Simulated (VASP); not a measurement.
A run of VASP 6.6.1 is set up as follows.

INCAR

```
SYSTEM = Mg
  ALGO = Normal
  EDIFF = 1E-6
  ENCUT = 520
  GGA = PE
  ISIF = 2
  ISMEAR = -1
  LASPH = .True.
  LCHARG = .False.
  LREAL = .False.
  LWAVE = .False.
  NBANDS = 7
  NELM = 100
  PREC = Accurate
  SIGMA = 0.1
```

Contents of KPOINTS:

```
k-points
0
Gamma
  13 13 13
  0 0 0
```

POSCAR

```
Mg
1.0
    2.8972141174      0.0000000000      0.0000000000
    0.0000000000      2.8972141174      0.0000000000
    0.0000000000      0.0000000000      2.8972141174
Mg
1
Direct
    0.0000000000      0.0000000000      0.0000000000
```

Potentials or basis: VASP PAW PBE potentials, release 64 (Mg).

Launch:

```sh
$ cat potpaw_PBE.64/Mg/POTCAR > POTCAR
$ mpirun -np 1 vasp_std > vasp.out
```

Task: Predict the band gap on the k mesh.

Result: Zero (band 1 reaches 6.27 eV, above the bottom of band 2 at 0.70 eV).

Task: Estimate the pressure.

Result: 3.6 GPa.
